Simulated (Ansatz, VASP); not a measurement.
One calculation of Al2As, two programs

File INCAR:

```
SYSTEM = Al2As
  PREC = Accurate
  ENCUT = 600
  EDIFF = 1E-7
  ISMEAR = 0
  SIGMA = 0.1
  LREAL = .FALSE.
  LASPH = .TRUE.
  NELM = 80
  ALGO = Normal
  ISIF = 3
  LWAVE = .FALSE.
  LCHARG = .FALSE.
  GGA = PE
  IBRION = 2
  NSW = 90
  EDIFFG = -0.04
```

File KPOINTS:

```
regular mesh
0
G
  6 6 4
  0 0 0
```

The input POSCAR:

```
Al2As
1.0
    3.2749957100      0.0000000000      0.0000000000
    0.0000000000      3.2749957100      0.0000000000
    0.0000000000      0.0000000000      5.7557407600
Al As
2 1
Direct
    0.0000000000      0.0000000000      0.7460657400
    0.5000000000      0.5000000000      0.1831273500
    0.0000000000      0.0000000000      0.1153768200
```

Input for Ansatz:

```yaml
crystal:
  lattice:
    - [3.27499571, 0.0, 0.0]
    - [0.0, 3.27499571, 0.0]
    - [0.0, 0.0, 5.75574076]
  atoms:
    - { symbol: Al, position: [0.0, 0.0, 0.74606574] }
    - { symbol: Al, position: [0.5, 0.5, 0.18312735] }
    - { symbol: As, position: [0.0, 0.0, 0.11537682] }
basis:
  ecutwfc: 420
kpoints:
  mp_grid: { grid: [6, 6, 4] }
hamiltonian:
  xc: pbe
scf:
  occupations: { method: gaussian, width: 0.1 }
  lower_state_search: "off"
output:
  forces: true
  stress: true
  eigenvalues: true
relax:
  adjacent_minimum: "off"
  f_tol: 0.04
  max_steps: 70
  cell: { stress_tol: 0.4 }
```

Alike in both runs: task relaxation of cell and atoms; functional PBE; k mesh 6 × 6 × 4; occupations gaussian, width 0.1 eV; no spin polarisation.

|  | VASP | Ansatz |
| --- | --- | --- |
| version | VASP 6.6.1 | Ansatz 0.2.0 |
| potentials or method | VASP PAW PBE potentials, release 64 (Al, As), cutoff 600 eV | scalar-relativistic, plane waves, PAW |
| valence electrons in the cell | 11 | 21 |

Ansatz gave:

- gap on the k mesh at the Fermi level, each at its own relaxed structure (eV): none
- relaxed volume (Å³/atom): 19.80
- relaxed cell length with the largest relative difference (Å): 3.321

Q: What did VASP give for the same quantities?

A: gap on the k mesh at the Fermi level, each at its own relaxed structure (eV): none; relaxed volume (Å³/atom): 19.84; relaxed cell length with the largest relative difference (Å): 3.323.

A gap of «none» marks a metal or a gap that the smearing closes. VASP's potentials hold 11 valence electrons a cell and Ansatz's 21, so a difference there can come from the potentials and not from the codes.
